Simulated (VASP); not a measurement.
Write the native input for VASP 6.6.1 that does the following.

- Task: single point
- Functional: PBE
- Potentials or basis: VASP PAW PBE potentials, release 64 (Al, N)
- Cutoff: 520 eV
- k mesh: 12 × 12 × 6
- Occupations: gaussian, width 0.05 eV
- Spin: no spin polarisation
- Dipole correction: no
- Further INCAR settings: ALGO = Normal; EDIFF = 1e-06; NBANDS = 16

The structure of AlN lies in POSCAR:

```
AlN
1.0
    3.1302395627      0.0000000000      0.0000000000
   -1.5651197814      2.7108669813      0.0000000000
    0.0000000000      0.0000000000      5.4194180270
Al N
2 2
Direct
    0.3333333333      0.6666666667      0.0017287175
    0.6666666667      0.3333333333      0.5017287175
    0.3333333333      0.6666666667      0.3832712825
    0.6666666667      0.3333333333      0.8832712825
```

This cell differs from its parent crystal: strain +0.000 along x and y, +0.080 along z.

These files were run (other wordings do the same):

INCAR

```
PREC = Accurate
ENCUT = 520
EDIFF = 1E-6
ISMEAR = 0
SIGMA = 0.05
LREAL = F
LASPH = T
NELM = 80
ALGO = Normal
ISIF = 2
LWAVE = F
LCHARG = F
GGA = PE
NBANDS = 16
```

KPOINTS

```
Automatic mesh
0
Gamma
  12 12 6
```

Potentials or basis: VASP PAW PBE potentials, release 64 (Al, N).

The run is started by

```console
$ cat potpaw_PBE.64/Al/POTCAR potpaw_PBE.64/N/POTCAR > POTCAR
$ mpirun -np 1 vasp_std > vasp.out
```

Results of the run:

- Pressure: -11.3 GPa
- Largest force: 0.302 eV/Å
- Band gap on the k mesh: 3.30 eV

Caveat: the cell differs from its parent crystal (strain +0.000 along x and y, +0.080 along z); the cell stands under tension.

Wall time 62 s on 1 thread of Intel Xeon 8259CL, with other jobs on the host, peak memory 0.18 GiB.
